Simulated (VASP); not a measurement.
Here is a VASP 6.6.1 calculation.

File INCAR:

```
PREC = Accurate
ENCUT = 520
EDIFF = 1E-6
ISMEAR = 1
SIGMA = 0.1
LREAL = F
LASPH = T
NELM = 60
ALGO = Normal
ISIF = 2
LWAVE = F
LCHARG = F
NBANDS = 34
```

Contents of KPOINTS:

```
Automatic mesh
0
Gamma
  6 5 8
```

The input POSCAR:

```
RhN2
1.0
    4.0875420000      0.0000000000      0.0000000000
    0.0000000000      4.9176890000      0.0000000000
    0.0000000000      0.0000000000      2.8345250000
Rh N
2 4
Direct
    0.5000000000      0.5000000000      0.5000000000
    0.0000000000      0.0000000000      0.0000000000
    0.3785140000      0.9149360000      0.5000000000
    0.6214860000      0.0850640000      0.5000000000
    0.1214860000      0.4149360000      0.0000000000
    0.8785140000      0.5850640000      0.0000000000
```

Potentials or basis: VASP PAW LDA potentials, release 64 (Rh_pv, N).

The run is started by

```bash
$ cat potpaw_LDA.64/Rh_pv/POTCAR potpaw_LDA.64/N/POTCAR > POTCAR
$ mpirun -np 1 vasp_std > vasp.out
```

Task: Predict the largest force.

Result: 0.135 eV/Å.

Task: Estimate the band gap on the k mesh.

Result: Zero (bands 25 and 26 overlap by 2.06 eV).

Forces on the atoms (eV/Å):
```
Rh   0.000  0.000  0.000
Rh   0.000  0.000  0.000
N   -0.110  0.078  0.000
N    0.110 -0.078  0.000
N    0.110  0.078  0.000
N   -0.110 -0.078  0.000
```

Caveat: the cell stands under tension.
